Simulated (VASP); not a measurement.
Set up this calculation in VASP 6.6.1, as the native input.

| Property | Result |
| --- | --- |
| Task | single point |
| Functional | r2SCAN |
| Potentials or basis | VASP PAW PBE potentials, release 64 (K_sv, Ta_pv, O) |
| Cutoff | 520 eV |
| k mesh | 6 × 6 × 6 |
| Occupations | gaussian, width 0.05 eV |
| Spin | no spin polarisation |
| Dipole correction | no |
| Further INCAR settings | ALGO = Normal; EDIFF = 1e-06; NBANDS = 27 |

The system is KTaO3.

```
K Ta O
1.0
     4.10071    0.00000    0.00000
     0.00000    4.10071    0.00000
     0.00000    0.00000    3.77265
K Ta O
1 1 3
Cartesian
  2.0504 2.0504 1.8863
  0.0000 0.0000 0.0000
  2.0504 0.0000 0.0000
  0.0000 2.0504 0.0000
  0.0000 0.0000 1.8863
```

This cell differs from its parent crystal: ratio of the length along z to the lengths across it x 0.92, volume and fractional coordinates fixed.

One way to write it, as run:

POSCAR

```
KTaO3
1.0
    4.1007051413      0.0000000000      0.0000000000
    0.0000000000      4.1007051413      0.0000000000
    0.0000000000      0.0000000000      3.7726487300
K Ta O
1 1 3
Direct
    0.5000000000      0.5000000000      0.5000000000
    0.0000000000      0.0000000000      0.0000000000
    0.5000000000      0.0000000000      0.0000000000
    0.0000000000      0.5000000000      0.0000000000
    0.0000000000      0.0000000000      0.5000000000
```

INCAR.step1

```
SYSTEM = KTaO3
ALGO     = Normal         ! electronic algorithm
EDIFF    = 1E-4           ! SCF threshold, eV
ENCUT    = 520            ! plane-wave cutoff, eV
GGA      = PE             ! functional
ISMEAR   = 0              ! smearing method
LASPH    = .TRUE.         ! aspherical terms in the spheres
LCHARG   = .FALSE.        ! write CHGCAR
LREAL    = .FALSE.        ! projectors in reciprocal space
LWAVE    = .TRUE.         ! write WAVECAR
NBANDS   = 27             ! bands
NELM     = 80             ! most SCF steps
PREC     = Accurate       ! precision mode
SIGMA    = 0.05           ! smearing width, eV
```

INCAR.step2

```
SYSTEM = KTaO3
ALGO     = Normal         ! electronic algorithm
EDIFF    = 1E-6           ! SCF threshold, eV
ENCUT    = 520            ! plane-wave cutoff, eV
ISIF     = 2              ! what is computed and relaxed
ISMEAR   = 0              ! smearing method
ISTART   = 1            
LASPH    = .TRUE.         ! aspherical terms in the spheres
LCHARG   = .FALSE.        ! write CHGCAR
LMIXTAU  = .TRUE.       
LREAL    = .FALSE.        ! projectors in reciprocal space
LWAVE    = .FALSE.        ! write WAVECAR
METAGGA  = R2SCAN         ! meta-GGA
NBANDS   = 27             ! bands
NELM     = 80             ! most SCF steps
PREC     = Accurate       ! precision mode
SIGMA    = 0.05           ! smearing width, eV
```

KPOINTS

```
k-points
0
G
  6 6 6
  0 0 0
```

Potentials or basis: VASP PAW PBE potentials, release 64 (K_sv, Ta_pv, O).

Launch:

```console
$ cat potpaw_PBE.64/K_sv/POTCAR potpaw_PBE.64/Ta_pv/POTCAR potpaw_PBE.64/O/POTCAR > POTCAR
$ cp INCAR.step1 INCAR
$ mpirun -np 1 vasp_std > vasp.out
$ cp INCAR.step2 INCAR
$ mpirun -np 1 vasp_std > vasp.out
```

Results of the run:

```json
{
 "Pressure": "4.1 GPa",
 "Band gap on the k mesh": "2.42 eV, indirect (least direct gap 3.04 eV)"
}
```

Caveat: the PAW data sets were made with another functional, which shifts forces and pressure a little; spin-orbit coupling is left out, which moves the levels of the heavy elements.

Wall time 98 s on 1 thread of Intel(R) Xeon(R) 6975P-C (Granite Rapids), on a shared host, peak memory 0.21 GiB.
